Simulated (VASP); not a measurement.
# AlN (Fm-3m) in VASP: notebook

AlN is run at these levels: PBEsol-based screened hybrid with 25 % exact exchange, PBE0, HSE06; tasks: single point, relaxation of cell and atoms.

Program: VASP 6.6.1. These are calculated values, not measurements. Logs are shortened: lines on timing, memory, paths and dates and some standing lists are left out, and cuts for length are marked.

## Step 1: The cell of the first run

The structure is cubic, space group Fm-3m (No. 225). Conventional cell: a = 4.069 Å, b = 4.069 Å, c = 4.069 Å, α = 90.00°, β = 90.00°, γ = 90.00°. Al (site symmetry m-3m) has 6 N at 2.03 Å within 2.7 Å. N (site symmetry m-3m) has 6 Al at 2.03 Å within 2.7 Å.

## Step 2: Single point, PBEsol-based screened hybrid with 25 % exact exchange

File POSCAR:

```
AlN
1.0
    0.0000000000      2.0345180000      2.0345180000
    2.0345180000      0.0000000000      2.0345180000
    2.0345180000      2.0345180000      0.0000000000
Al N
1 1
Direct
    0.5000000000      0.5000000000      0.5000000000
    0.0000000000      0.0000000000      0.0000000000
```

File INCAR.step1:

```
SYSTEM = AlN
PREC = Accurate
ENCUT = 520
EDIFF = 1E-5
ISMEAR = -1
SIGMA = 0.05
LREAL = .False.
LASPH = .True.
NELM = 100
ALGO = Normal
ISIF = 2
LWAVE = .True.
LCHARG = .False.
NBANDS = 11
GGA = PE
```

File INCAR.step2:

```
SYSTEM = AlN
PREC = Accurate
ENCUT = 520
EDIFF = 1E-6
ISMEAR = -1
SIGMA = 0.05
LREAL = .False.
LASPH = .True.
NELM = 100
ALGO = Normal
ISIF = 2
LWAVE = .False.
LCHARG = .False.
GGA = PS
LHFCALC = .True.
AEXX = 0.25
HFSCREEN = 0.207
PRECFOCK = Normal
NBANDS = 11
ISTART = 1
```

File KPOINTS:

```
regular mesh
0
Gamma
  6 6 6
  0 0 0
```

Potentials or basis: VASP PAW PBE potentials, release 64 (Al, N).

Started as:

```console
cat potpaw_PBE.64/Al/POTCAR potpaw_PBE.64/N/POTCAR > POTCAR
cp INCAR.step1 INCAR
mpirun -np 1 vasp_std > vasp.out
cp INCAR.step2 INCAR
mpirun -np 1 vasp_std > vasp.out
```

OUTCAR:

```text
SYSTEM = AlN
   PREC = Accurate
   ENCUT = 520
   EDIFF = 1E-6
   ISMEAR = -1
   LREAL = .False.
   LASPH = .True.
   NELM = 100
   ISIF = 2
   GGA = PS
   LHFCALC = .True.
   AEXX = 0.25
   HFSCREEN = 0.207
   PRECFOCK = Normal
   ISTART = 1

 ion  position               nearest neighbor table
   1  0.500  0.500  0.500-   2 2.03   2 2.03   2 2.03   2 2.03   2 2.03   2 2.03
   2  0.000  0.000  0.000-   1 2.03   1 2.03   1 2.03   1 2.03   1 2.03   1 2.03

  LATTYP: Found a face centered cubic cell.
 ALAT       =     4.0690360000

  Lattice vectors:

 A1 = (   0.0000000000,   2.0345180000,   2.0345180000)
 A2 = (   2.0345180000,   0.0000000000,   2.0345180000)
 A3 = (   2.0345180000,   2.0345180000,   0.0000000000)

Analysis of symmetry for initial positions (statically):
=====================================================================
 Subroutine PRICEL returns:
 Original cell was already a primitive cell.

 Routine SETGRP: Setting up the symmetry group for a
 face centered cubic supercell.

 Subroutine GETGRP returns: Found 48 space group operations
 (whereof 48 operations were pure point group operations)
 out of a pool of 48 trial point group operations.

The static configuration has the point symmetry O_h .

Analysis of symmetry for dynamics (positions and initial velocities):
=====================================================================
 Subroutine PRICEL returns:
 Original cell was already a primitive cell.

 Routine SETGRP: Setting up the symmetry group for a
 face centered cubic supercell.

 Subroutine GETGRP returns: Found 48 space group operations
 (whereof 48 operations were pure point group operations)
 out of a pool of 48 trial point group operations.

The dynamic configuration has the point symmetry O_h .

 Subroutine INISYM returns: Found 48 space group operations
 (whereof 48 operations are pure point group operations),
 and found     1 'primitive' translations

----------------------------------------------------------------------------------------

                                     Primitive cell

  volume of cell :      16.8428

  direct lattice vectors                    reciprocal lattice vectors
     0.000000000  2.034518000  2.034518000    -0.245758455  0.245758455  0.245758455
     2.034518000  0.000000000  2.034518000     0.245758455 -0.245758455  0.245758455
     2.034518000  2.034518000  0.000000000     0.245758455  0.245758455 -0.245758455

  length of vectors
[... 88 lines left out ...]
   ISMEAR =    -1;   SIGMA  =   0.05  broadening in eV -4-tet -1-fermi 0-gaus
   EFERMI_NEDOS =   21; number of points for ismear=-14 and -15
   IALGO  =     38    algorithm
   IMIX   =      1    mixing-type and parameters
     AMIX     =   0.40;   BMIX     =  1.00
     AMIX_MAG =   1.60;   BMIX_MAG =  1.00
  volume/ion in A,a.u.               =       8.42        56.83
  Fermi-wavevector in a.u.,A,eV,Ry     =   1.277321  2.413786 22.198561  1.631548
  Thomas-Fermi vector in A             =   2.409927
   LORBIT       =      0    0 simple, 1 ext, 2 COOP (PROOUT), +10 PAW based schemes
   GGA     = PS    functional components
   LHFCALC =     T    Hartree Fock is set to
   PRECFOCK=normal    Normal, Fast or Accurate (Low or Medium for compatibility)
   ENCUT4O =  -1.0   cutoff for four orbital integrals eV
   NKREDX  =     1    reduce k-point grid by
   NKREDY  =     1    reduce k-point grid by
   NKREDZ  =     1    reduce k-point grid by
   AEXX    =    0.2500 exact exchange contribution
   HFSCREEN=    0.2070 screening length (either q_TF or 0.3 A-1)
   HFSCREENC=   0.2070 screening length for correlation (either q_TF or 0.3 A-1)
   ENCUTFOCK=  -1.0 apply spherical cutoff to Coloumb kernel
   IVDW    =     0    specifies the selected vdW correction
   LEPSILON=     F    determine dielectric tensor
   LRPA    =     F    only Hartree local field effects (RPA)
 non-spin polarized calculation
  energy-cutoff  :      520.00
  volume of cell :       16.84
 maximum number of plane-waves:       464
 NGX is ok and might be reduce to    24
  NGX = 18; NGY = 18; NGZ = 18

 number of electron       7.9999999 magnetization

 Free energy of the ion-electron system (eV)
  ---------------------------------------------------
  ext. energy  EPLUGINS =         0.00000000
  ---------------------------------------------------
  free energy    TOTEN  =       -17.74414646 eV

  energy without entropy =      -17.74414646  energy(sigma->0) =      -17.74414646

 E-fermi :   9.8661     XC(G=0): -10.0897

 val. band max:        8.8163750045   @ k =   0.0000   0.0000   0.0000
 cond. band min:      14.5550636695   @ k =   0.5000   0.5000   0.0000
 fundamental gap:      5.7386886651
 Fermi energy:         9.8661211926

 k-point     1 :       0.0000    0.0000    0.0000
  band No.  band energies     occupation
      1     -10.2081      2.00000
      2       8.8164      2.00000
      3       8.8164      2.00000
      4       8.8164      2.00000
      5      15.7253      0.00000
      6      22.4591      0.00000
      7      22.4591      0.00000
      8      22.4591      0.00000
      9      27.5674      0.00000
     10      28.3015      0.00000
     11      28.3015      0.00000
[... 197 lines left out ...]
 k-point    16 :      -0.3333    0.5000    0.1667
  band No.  band energies     occupation
      1      -5.6296      2.00000
      2       1.7270      2.00000
      3       3.9786      2.00000
      4       4.9161      2.00000
      5      17.0268      0.00000
      6      18.5129      0.00000
      7      23.1911      0.00000
      8      24.0623      0.00000
      9      28.6801      0.00000
     10      32.2189      0.00000
     11      35.6421      0.00000

------------------------ aborting loop because EDIFF is reached ----------------------------------------

  FORCE on cell =-STRESS in cart. coord.  units (eV):
  Direction    XX          YY          ZZ          XY          YZ          ZX
  --------------------------------------------------------------------------------------
  -------------------------------------------------------------------------------------
  Total       -1.1132406     -1.1132406     -1.1132406      0.0000000      0.0000000      0.0000000
  in kB     -105.8973273   -105.8973273   -105.8973273      0.0000000      0.0000000      0.0000000
  external PRESSURE =    -105.8973273 kB  Pullay stress =       0.0000000 kB

 VOLUME and BASIS-vectors are now :
 -----------------------------------------------------------------------------
  energy-cutoff  :      520.00
  volume of cell :       16.84
      direct lattice vectors                 reciprocal lattice vectors
     0.000000000  2.034518000  2.034518000    -0.245758455  0.245758455  0.245758455
     2.034518000  0.000000000  2.034518000     0.245758455 -0.245758455  0.245758455
     2.034518000  2.034518000  0.000000000     0.245758455  0.245758455 -0.245758455

 POSITION                                       TOTAL-FORCE (eV/Angst)
 -----------------------------------------------------------------------------------
      2.03452      2.03452      2.03452        -0.000000      0.000000     -0.000000
      0.00000      0.00000      0.00000         0.000000     -0.000000      0.000000
 -----------------------------------------------------------------------------------
    total drift:                                0.000000      0.000000      0.000000

  FREE ENERGIE OF THE ION-ELECTRON SYSTEM (eV)
  ---------------------------------------------------
  free  energy   TOTEN  =       -17.7441464591 eV

  energy  without entropy=      -17.7441464591  energy(sigma->0) =      -17.74414646
```

OUTCAR.step1:

```text
SYSTEM = AlN
   PREC = Accurate
   ENCUT = 520
   EDIFF = 1E-5
   ISMEAR = -1
   LREAL = .False.
[... 435 lines left out ...]
      2.03452      2.03452      2.03452        -0.000000      0.000000     -0.000000
      0.00000      0.00000      0.00000         0.000000      0.000000      0.000000
 -----------------------------------------------------------------------------------
    total drift:                                0.000000     -0.000000     -0.000000

  FREE ENERGIE OF THE ION-ELECTRON SYSTEM (eV)
  ---------------------------------------------------
  free  energy   TOTEN  =       -14.5407087607 eV

  energy  without entropy=      -14.5407087606  energy(sigma->0) =      -14.54070876
```

Run time: 10 min. Hardware: 1 thread of Intel Xeon 8259CL, shared host; peak memory 0.24 GiB.

Results:

```yaml
Free_energy: -17.7441 eV
Pressure: -10.6 GPa
Band_gap_on_the_k_mesh: 5.74 eV (least direct gap 6.91 eV)
```

Caveat: the k points lie up to 0.45 Å⁻¹ apart; the PAW data sets were made with another functional, which shifts forces and pressure a little.

[end of part 1 of 2]
